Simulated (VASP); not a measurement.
Wanted: the native input for a VASP 6.6.1 run.

* Task: single point
* Functional: PBE
* Potentials or basis: VASP PAW PBE potentials, release 64 (Sc_sv, Al)
* Cutoff: 520 eV
* k mesh: 7 × 7 × 7
* Occupations: fermi-dirac, width 0.05 eV
* Spin: no spin polarisation
* Dipole correction: no
* Further INCAR settings: ALGO = Normal; EDIFF = 1e-07; NBANDS = 18

The structure of ScAl3 lies in POSCAR:

```
ScAl3
1.0
    4.1679799944      0.0000000000      0.0000000000
    0.0000000000      4.1679799944      0.0000000000
    0.0000000000      0.0000000000      4.1679799944
Sc Al
1 3
Direct
    0.0000000000      0.0000000000      0.0000000000
    0.5000000000      0.5000000000      0.0000000000
    0.0000000000      0.5000000000      0.5000000000
    0.5000000000      0.0000000000      0.5000000000
```

One way to write it, as run:

INCAR

```
SYSTEM = ScAl3
  ALGO = Normal
  EDIFF = 1E-7
  ENCUT = 520
  GGA = PE
  ISIF = 2
  ISMEAR = -1
  LASPH = .TRUE.
  LCHARG = .FALSE.
  LREAL = .FALSE.
  LWAVE = .FALSE.
  NBANDS = 18
  NELM = 100
  PREC = Accurate
  SIGMA = 0.05
```

KPOINTS

```
k-points
0
G
  7 7 7
  0 0 0
```

Potentials or basis: VASP PAW PBE potentials, release 64 (Sc_sv, Al).

The run is started by

```sh
$ cat potpaw_PBE.64/Sc_sv/POTCAR potpaw_PBE.64/Al/POTCAR > POTCAR
$ mpirun -np 1 vasp_std > vasp.out
```

Results of the run:

The pressure is -3.6 GPa. The band gap on the k mesh is zero (band 10 reaches 7.49 eV, above the bottom of band 11 at 4.16 eV).

Wall time 20 s on 1 thread of Intel(R) Xeon(R) Platinum 8488C (Sapphire Rapids), with other jobs on the host, peak memory 0.18 GiB.
